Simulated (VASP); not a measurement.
# Tl (P6_3/mmc) in VASP: further runs

The runs below take Tl through single point, with PBEsol+D3(BJ).

All numbers are computed with VASP 6.6.1; they aren't measurements. Logs are shortened: lines on timing, memory, paths and dates and some standing lists are left out, and cuts for length are marked.

## 1. The cell of the first run

Symmetry: P6_3/mmc, No. 194, hexagonal system. The conventional cell has a = 2.963 Å, b = 2.963 Å, c = 4.905 Å, α = 90.00°, β = 90.00°, γ = 120.00°. Within 3.9 Å of Tl (site symmetry -6m2) lie 12 Tl at 2.96 to 2.99 Å.

## 2. Single point, PBEsol+D3(BJ)

INCAR

```
ALGO     = Normal         # electronic algorithm
EDIFF    = 1E-6           # SCF threshold, eV
ENCUT    = 520            # plane-wave cutoff, eV
GGA      = PS             # functional
ISIF     = 2              # what is computed and relaxed
ISMEAR   = 0              # smearing method
IVDW     = 12             # dispersion correction
LASPH    = T              # aspherical terms in the spheres
LCHARG   = F              # write CHGCAR
LREAL    = F              # projectors in reciprocal space
LWAVE    = F              # write WAVECAR
NBANDS   = 20             # bands
NELM     = 100            # most SCF steps
PREC     = Accurate       # precision mode
SIGMA    = 0.1            # smearing width, eV
```

KPOINTS

```
k-points
0
Gamma
  9 9 5
```

POSCAR

```
Tl
1.0
    2.9629308168      0.0000000000      0.0000000000
   -1.4814654084      2.5659733570      0.0000000000
    0.0000000000      0.0000000000      4.9053156322
Tl
2
Direct
    0.3333333333      0.6666666667      0.2500000000
    0.6666666667      0.3333333333      0.7500000000
```

Potentials or basis: VASP PAW PBE potentials, release 64 (Tl_d).

Run with:

```sh
cat potpaw_PBE.64/Tl_d/POTCAR > POTCAR
mpirun -np 1 vasp_std > vasp.out
```

OUTCAR:

```text
EDIFF = 1E-6
   ENCUT = 520
   GGA = PS
   ISIF = 2
   ISMEAR = 0
   IVDW = 12
   LASPH = T
   LREAL = F
   NELM = 100
   PREC = Accurate
 IVDW          = 12

 ion  position               nearest neighbor table
   1  0.333  0.667  0.250-   2 2.99   2 2.99   2 2.99   2 2.99   2 2.99   2 2.99
   2  0.667  0.333  0.750-   1 2.99   1 2.99   1 2.99   1 2.99   1 2.99   1 2.99

  LATTYP: Found a hexagonal cell.
 ALAT       =     2.9629308168
 C/A-ratio  =     1.6555619876

  Lattice vectors:

 A1 = (   2.9629308168,   0.0000000000,   0.0000000000)
 A2 = (  -1.4814654084,   2.5659733570,   0.0000000000)
 A3 = (   0.0000000000,   0.0000000000,   4.9053156322)

Analysis of symmetry for initial positions (statically):
=====================================================================
 Subroutine PRICEL returns:
 Original cell was already a primitive cell.

 Routine SETGRP: Setting up the symmetry group for a
 hexagonal supercell.

 Subroutine GETGRP returns: Found 24 space group operations
 (whereof 12 operations were pure point group operations)
 out of a pool of 24 trial point group operations.

The static configuration has the point symmetry D_3d.
 The point group associated with its full space group is D_6h.

Analysis of symmetry for dynamics (positions and initial velocities):
=====================================================================
 Subroutine PRICEL returns:
 Original cell was already a primitive cell.

 Routine SETGRP: Setting up the symmetry group for a
 hexagonal supercell.

 Subroutine GETGRP returns: Found 24 space group operations
 (whereof 12 operations were pure point group operations)
 out of a pool of 24 trial point group operations.

The dynamic configuration has the point symmetry D_3d.
 The point group associated with its full space group is D_6h.

 Subroutine INISYM returns: Found 24 space group operations
 (whereof 12 operations are pure point group operations),
 and found     1 'primitive' translations

----------------------------------------------------------------------------------------

                                     Primitive cell

  volume of cell :      37.2941

  direct lattice vectors                    reciprocal lattice vectors
     2.962930817  0.000000000  0.000000000     0.337503662  0.194857830  0.000000000
    -1.481465408  2.565973357  0.000000000     0.000000000  0.389715660  0.000000000
[... 83 lines left out ...]
   ENCUT  =  520.0 eV  38.22 Ry    6.18 a.u.   5.51  5.51  9.12*2*pi/ulx,y,z
   NELM   =    100;   NELMIN=  2; NELMDL= -5     # of ELM steps
   EDIFF  = 0.1E-05   stopping-criterion for ELM
   LREAL  =      F    real-space projection
   EDIFFG = 0.1E-04   stopping-criterion for IOM
   NSW    =      0    number of steps for IOM
   IBRION =     -1    ionic relax: 0-MD 1-quasi-New 2-CG
   NFREE  =      0    steps in history (QN), initial steepest desc. (CG)
   ISIF   =      2    stress and relaxation
   ISYM   =      2    0-nonsym 1-usesym 2-fastsym
   POTIM  = 0.5000    time-step for ionic-motion
   TEBEG  =    0.0;   TEEND  =   0.0 temperature during run
   PSTRESS=    0.0 pullay stress
   NELECT =      26.0000    total number of electrons
   NUPDOWN=      -1.0000    fix difference up-down
   EMIN   =  10.00;   EMAX   =-10.00  energy-range for DOS
   EFERMI =   0.00;   METHOD = LEGACY
   ISMEAR =     0;   SIGMA  =   0.10  broadening in eV -4-tet -1-fermi 0-gaus
   EFERMI_NEDOS =   21; number of points for ismear=-14 and -15
   IALGO  =     38    algorithm
   IMIX   =      4    mixing-type and parameters
     AMIX     =   0.40;   BMIX     =  1.00
     AMIX_MAG =   1.60;   BMIX_MAG =  1.00
  volume/ion in A,a.u.               =      18.65       125.84
  Fermi-wavevector in a.u.,A,eV,Ry     =   1.451618  2.743161 28.670135  2.107195
  Thomas-Fermi vector in A             =   2.569095
   LORBIT       =      0    0 simple, 1 ext, 2 COOP (PROOUT), +10 PAW based schemes
   GGA     = PS    functional components
   LHFCALC =     F    Hartree Fock is set to
   AEXX    =    0.0000 exact exchange contribution
   IVDW    =    12    specifies the selected vdW correction
   LEPSILON=     F    determine dielectric tensor
   LRPA    =     F    only Hartree local field effects (RPA)
 non-spin polarized calculation
 Gauss-broadening in eV      SIGMA  =   0.10
  energy-cutoff  :      520.00
  volume of cell :       37.29
 maximum number of plane-waves:      1023
 NGX is ok and might be reduce to    24
   NGX = 11   NGY = 11   NGZ = 19

 number of electron      25.9999999 magnetization

 Free energy of the ion-electron system (eV)
  ---------------------------------------------------
  ext. energy  EPLUGINS =         0.00000000
  ---------------------------------------------------
  free energy    TOTEN  =        -3.26369533 eV

  energy without entropy =       -3.25402548  energy(sigma->0) =       -3.25886040

 E-fermi :  12.3584     XC(G=0): -12.6823

 val. band max:       12.3354266659   @ k =   0.4444   0.1111   0.0000
 cond. band min:      12.3726448207   @ k =   0.2222   0.1111   0.2000
 fundamental gap:      0.0372181547
 Fermi energy:        12.3584432149

 k-point     1 :       0.0000    0.0000    0.0000
  band No.  band energies     occupation
      1      -1.7395      2.00000
      2      -1.5504      2.00000
      3      -0.5945      2.00000
      4      -0.4701      2.00000
      5      -0.4701      2.00000
      6      -0.3201      2.00000
[... 541 lines left out ...]
     19      20.8077      0.00000
     20      28.9658      0.00000

 [... further k-points ...]

------------------------ aborting loop because EDIFF is reached ----------------------------------------

 Edisp (eV)   -1.18392

 E8    (eV) :    -0.8826

  FORCE on cell =-STRESS in cart. coord.  units (eV):
  Direction    XX          YY          ZZ          XY          YZ          ZX
  --------------------------------------------------------------------------------------
  -------------------------------------------------------------------------------------
  Total      10.39115    10.39115    10.39575     0.00000    -0.00000     0.00000
  in kB     446.40967   446.40967   446.60745     0.00000    -0.00000     0.00000
  external pressure =      446.48 kB  Pullay stress =        0.00 kB

 VOLUME and BASIS-vectors are now :
 -----------------------------------------------------------------------------
  energy-cutoff  :      520.00
  volume of cell :       37.29
      direct lattice vectors                 reciprocal lattice vectors
     2.962930817  0.000000000  0.000000000     0.337503662  0.194857830  0.000000000
    -1.481465408  2.565973357  0.000000000     0.000000000  0.389715660  0.000000000
     0.000000000  0.000000000  4.905315632     0.000000000  0.000000000  0.203860480

 POSITION                                       TOTAL-FORCE (eV/Angst)
 -----------------------------------------------------------------------------------
     -0.00000      1.71065      1.22633         0.000000     -0.000000      0.000000
      1.48147      0.85532      3.67899        -0.000000      0.000000     -0.000000
 -----------------------------------------------------------------------------------
    total drift:                               -0.000000      0.000000      0.000000

  FREE ENERGIE OF THE ION-ELECTRON SYSTEM (eV)
  ---------------------------------------------------
  free  energy   TOTEN  =        -4.4476113830 eV

  energy  without entropy=       -4.4379415358  energy(sigma->0) =       -4.44277646
```

OSZICAR:

```text
N       E                     dE             d eps       ncg     rms          rms(c)
DAV:   1     0.144655076708E+03    0.14466E+03   -0.15025E+04  1448   0.132E+03
DAV:   2    -0.445858771749E+00   -0.14510E+03   -0.14197E+03  1596   0.307E+02
DAV:   3    -0.344427809106E+01   -0.29984E+01   -0.29794E+01  1632   0.394E+01
DAV:   4    -0.345764532810E+01   -0.13367E-01   -0.13365E-01  1604   0.297E+00
DAV:   5    -0.345775886760E+01   -0.11354E-03   -0.11354E-03  1648   0.283E-01    0.131E+01
DAV:   6    -0.330550952912E+01    0.15225E+00   -0.17839E-01  1512   0.421E+00    0.820E+00
DAV:   7    -0.326833669365E+01    0.37173E-01   -0.12244E-01  1496   0.350E+00    0.821E-01
DAV:   8    -0.326367827104E+01    0.46584E-02   -0.22644E-02  1508   0.132E+00    0.104E-01
DAV:   9    -0.326369460019E+01   -0.16329E-04   -0.16823E-04  1648   0.107E-01    0.217E-02
DAV:  10    -0.326369540141E+01   -0.80122E-06   -0.10966E-05  1592   0.363E-02    0.646E-03
DAV:  11    -0.326369532816E+01    0.73248E-07   -0.29777E-06  1324   0.147E-02
   1 F= -.44476114E+01 E0= -.44427765E+01  d E =-.966985E-02
```

It took 8.1 s on 1 thread of Intel Xeon 6975P-C (Granite Rapids), shared host; peak memory 0.17 GiB.

What came out:

| Quantity | Value |
| --- | --- |
| Free energy | -4.4476 eV |
| Pressure | 44.6 GPa |
| Band gap on the k mesh | zero (band 13 reaches 15.17 eV, above the bottom of band 14 at 9.69 eV) |
| Dispersion energy per atom | -0.592 eV |

Levels at points of the mesh, in eV from the Fermi level:
```
           k point  band 10  band 11  band 12  band 13  band 14  band 15  band 16  band 17
(0.00, 0.00, 0.00)   -11.56   -11.56    -5.50    -5.36    10.61    11.52    11.52    11.72
```

Caveat: the PAW data sets were made with another functional, which shifts forces and pressure a little; spin-orbit coupling is left out, which moves the levels of the heavy elements; pairwise dispersion overbinds metals, which lowers pressure and volume.

[end of part 1 of 2]
